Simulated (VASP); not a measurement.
**Be5Zn2Cd2HgTe10: single point with PBE**

Be5Zn2Cd2HgTe10:

```
CELL_PARAMETERS angstrom
3.02095 3.02137 6.02376
-3.02504 -3.02526 6.02777
9.09124 -6.07087 3.01175
ATOMIC_POSITIONS crystal
Be 0.99500 0.99815 0.01042
Be 0.30441 0.49985 0.38691
Be 0.80565 0.99808 0.38918
Be 0.49151 0.49990 0.01271
Be 0.89729 0.49816 0.19981
Zn 0.20182 0.99982 0.59892
Zn 0.60090 0.99985 0.80062
Cd 0.09094 0.49982 0.80775
Cd 0.69898 0.49965 0.59189
Te 0.58739 0.90243 0.58370
Te 0.48506 0.37506 0.82385
Te 0.97124 0.90256 0.81587
Te 0.36287 0.85566 0.98956
Te 0.80587 0.85694 0.19980
Te 0.67399 0.36317 0.37582
Te 0.15269 0.85562 0.41002
Te 0.10915 0.37504 0.57580
Te 0.85009 0.36321 0.02379
Te 0.25588 0.40521 0.19980
Hg 0.40014 0.00026 0.19974
```

```json
{"Program": "VASP 6.6.1", "Task": "single point", "Functional": "PBE", "Potentials or basis": "VASP PAW PBE potentials, release 64 (Be, Zn, Cd, Te, Hg)", "Cutoff": "520 eV", "k mesh": "3 × 3 × 2", "Occupations": "gaussian, width 0.1 eV", "Spin": "no spin polarisation"}
```

```
Pressure               : 0.1 GPa
Largest force          : 0.036 eV/Å
Band gap on the k mesh : 1.34 eV
```

Forces on the atoms (eV/Å):
```
Be  -0.005  0.004  0.020
Be   0.003 -0.002  0.022
Be   0.002 -0.004  0.019
Be  -0.005  0.005  0.021
Be  -0.003  0.001  0.015
Zn   0.002 -0.001 -0.006
Zn  -0.002  0.002 -0.006
Cd   0.003 -0.002 -0.001
Cd  -0.003  0.003 -0.002
Te  -0.009 -0.010 -0.001
Te   0.012  0.010  0.000
Te  -0.007 -0.007  0.003
Te   0.013 -0.013 -0.005
Te   0.023  0.021 -0.010
Te   0.006 -0.003 -0.024
Te  -0.017  0.009 -0.003
Te   0.011  0.009 -0.003
Te  -0.003  0.005 -0.018
Te  -0.023 -0.026 -0.010
Hg   0.001 -0.001 -0.012
```

Levels at points of the mesh, in eV from the valence-band top:
| k point | band 62 | band 63 | band 64 | band 65 | band 66 | band 67 | band 68 | band 69 |
| --- | --- | --- | --- | --- | --- | --- | --- | --- |
| (0.00, 0.00, 0.00) | -0.49 | -0.20 | -0.17 | 0.00 | 1.34 | 1.88 | 2.26 | 2.52 |
| (0.00, 0.00, 0.50) | -0.75 | -0.71 | -0.25 | -0.04 | 1.49 | 1.93 | 2.18 | 2.61 |

It took 30 min on 1 thread of Oxide Virtual Turin-like Processor, on a shared host, peak memory 0.72 GiB.

Caveat: spin-orbit coupling is left out, which moves the levels of the heavy elements. A k mesh can miss the band edges.
